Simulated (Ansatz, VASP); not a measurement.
## CrO2 in VASP and in Ansatz

Contents of INCAR:

```
SYSTEM = CrO2
ALGO = Normal ; EDIFF = 1E-6
EDIFFG = -0.05 ; ENCUT = 600
GGA = PS ; IBRION = 2
ISIF = 3 ; ISMEAR = 0
LASPH = .True. ; LCHARG = .False.
LREAL = .False. ; LWAVE = .False.
NELM = 60 ; NSW = 80
PREC = Accurate ; SIGMA = 0.1
```

KPOINTS

```
k-points
0
Gamma
  12 12 12
  0 0 0
```

Contents of POSCAR:

```
CrO2
1.0
    1.2820945460      0.7402176312      5.2020509157
   -1.2820945460      0.7402176312      5.2020509157
    0.0000000000     -1.4804352625      5.2020509157
Cr O
1 2
Direct
    0.0006717630      0.0006717630      0.0006717630
    0.4158129169      0.4158129169      0.4158129169
    0.2522153201      0.2522153201      0.2522153201
```

Input for Ansatz:

```yaml
crystal:
  lattice:
    - [1.282094546, 0.7402176312, 5.2020509157]
    - [-1.282094546, 0.7402176312, 5.2020509157]
    - [0.0, -1.4804352625, 5.2020509157]
  atoms:
    - { symbol: Cr, position: [0.000671763, 0.000671763, 0.000671763] }
    - { symbol: O, position: [0.4158129169, 0.4158129169, 0.4158129169] }
    - { symbol: O, position: [0.2522153201, 0.2522153201, 0.2522153201] }
basis:
  ecutwfc: 420
kpoints:
  mp_grid: { grid: [12, 12, 12] }
hamiltonian:
  xc: pbesol
scf:
  occupations: { method: gaussian, width: 0.1 }
output:
  forces: true
  stress: true
  eigenvalues: true
relax:
  adjacent_minimum: "off"
  f_tol: 0.05
  max_steps: 60
  cell: { stress_tol: 0.5 }
```

Alike in both runs: task relaxation of cell and atoms; functional PBEsol; k mesh 12 × 12 × 12; occupations gaussian, width 0.1 eV; no spin polarisation.

|  | VASP | Ansatz |
| --- | --- | --- |
| version | VASP 6.6.1 | Ansatz 0.2.0 |
| potentials or method | VASP PAW PBE potentials, release 64 (Cr_pv, O), cutoff 600 eV | scalar-relativistic, plane waves, PAW |
| valence electrons in the cell | 24 | 26 |

Ansatz gave:

| Property | Result |
| --- | --- |
| gap on the k mesh at the Fermi level, each at its own relaxed structure (eV) | 0.28 |
| relaxed volume (Å³/atom) | 10.26 |
| relaxed cell length with the largest relative difference (Å) | 5.513 |

Question: What did VASP give for the same quantities?

Answer: gap on the k mesh at the Fermi level, each at its own relaxed structure (eV): 0.22; relaxed volume (Å³/atom): 10.01; relaxed cell length with the largest relative difference (Å): 5.374.

VASP's potentials were made for PBE, not for PBEsol. VASP's potentials hold 24 valence electrons a cell and Ansatz's 26, so a difference there can come from the potentials and not from the codes.
